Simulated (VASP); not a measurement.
WS2: single point with r2SCAN

The system is WS2, a slab with vacuum.

```
CELL_PARAMETERS angstrom
3.19358 -0.10373 0.00053
-1.68662 2.79048 -0.01103
0.00280 -0.06623 17.92806
ATOMIC_POSITIONS crystal
W 0.34505 0.62520 0.99607
S 0.64196 0.29985 0.91679
S 0.67966 0.40828 0.08714
```

This cell differs from its parent crystal: atoms moved at random and the cell strained at random.

* Program: VASP 6.6.1
* Task: single point
* Functional: r2SCAN
* Potentials or basis: VASP PAW PBE potentials, release 64 (W_sv, S)
* Cutoff: 520 eV
* k mesh: 12 × 12 × 2
* Occupations: gaussian, width 0.05 eV
* Spin: no spin polarisation

The largest force is 4.803 eV/Å and the band gap on the k mesh is 1.32 eV (least direct gap 1.37 eV).

Forces in eV/Å, atoms in the order of the input:
```
W   -2.874  2.859  2.576
S    1.106 -0.659 -2.766
S    1.768 -2.200  0.189
```

Levels at points of the mesh, in eV from the valence-band top:
```
           k point  band 11  band 12  band 13  band 14  band 15  band 16
(0.00, 0.00, 0.00)    -2.25    -0.57     0.00     1.37     2.14     3.88
(0.50, 0.00, 0.00)    -2.60    -1.97    -0.18     2.44     3.00     3.49
(0.00, 0.50, 0.00)    -2.09    -2.02    -0.45     2.40     2.98     3.63
(0.50, 0.50, 0.00)    -2.94    -1.78    -0.79     2.45     3.09     4.45
(0.00, 0.00, 0.50)    -2.25    -0.57     0.00     1.37     2.14     3.88
(0.50, 0.00, 0.50)    -2.60    -1.97    -0.18     2.44     3.00     3.49
(0.00, 0.50, 0.50)    -2.09    -2.02    -0.45     2.40     2.98     3.63
(0.50, 0.50, 0.50)    -2.94    -1.78    -0.79     2.45     3.09     4.45
```

Run time: 14 min on 1 thread of Intel(R) Xeon(R) 6975P-C (Granite Rapids) (shared host), peak memory 0.59 GiB.

Caveat: the cell differs from its parent crystal (atoms moved at random and the cell strained at random); there is no dipole correction, which matters where the two faces differ; the PAW data sets were made with another functional, which shifts forces and pressure a little; spin-orbit coupling is left out, which moves the levels of the heavy elements.
